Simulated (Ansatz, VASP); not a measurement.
# Sc: VASP beside Ansatz

Contents of INCAR:

```
PREC = Accurate
ENCUT = 520
EDIFF = 1E-7
ISMEAR = 1
SIGMA = 1.0
LREAL = False
LASPH = True
NELM = 100
ALGO = Normal
ISIF = 2
LWAVE = False
LCHARG = False
GGA = PE
NBANDS = 18
```

Contents of KPOINTS:

```
regular mesh
0
Gamma
  11 11 6
```

Contents of POSCAR:

```
Sc
1.0
    3.3193628924      0.0000000000      0.0000000000
   -1.6596814462      2.8746525892      0.0000000000
    0.0000000000      0.0000000000      5.1842605006
Sc
2
Direct
    0.3333333333      0.6666666667      0.2500000000
    0.6666666667      0.3333333333      0.7500000000
```

Input for Ansatz:

```yaml
crystal:
  lattice:
    - [3.3193628924, 0.0, 0.0]
    - [-1.6596814462, 2.8746525892, 0.0]
    - [0.0, 0.0, 5.1842605006]
  atoms:
    - { symbol: Sc, position: [0.3333333333, 0.6666666667, 0.25] }
    - { symbol: Sc, position: [0.6666666667, 0.3333333333, 0.75] }
hamiltonian:
  xc: pbe
  pseudopotentials:
    kind: paw
    azcp:
      Sc: "pseudopotentials/Sc.paw.azcp"
basis:
  ecutwfc: 420
  fft_grid_basis: typed
kpoints:
  mp_grid: { grid: [11, 11, 6], shift: [0, 0, 0] }
magnetization:
  spin_polarized: false
scf:
  occupations: { method: cold, width: 1.0 }
  lower_state_search: "off"
output:
  stress: true
```

Alike in both runs: task single point; functional PBE; k mesh 11 × 11 × 6; no spin polarisation.

|  | VASP | Ansatz |
| --- | --- | --- |
| version | VASP 6.6.1 | Ansatz 0.2.0 |
| potentials or method | VASP PAW PBE potentials, release 64 (Sc_sv), cutoff 520 eV | plane waves (420 eV) with PAW, scalar-relativistic |
| occupations | methfessel-paxton of order 1, width 1 eV | cold, width 1 eV |
| valence electrons in the cell | 22 | 22 |

Ansatz gave:

* pressure (GPa): 0.9
* traceless stress, the component that is largest in VASP (GPa): 1.13

Task: Which values does VASP return?

Result: Pressure (GPa): -0.1; traceless stress, the component that is largest in VASP (GPa): 0.49.
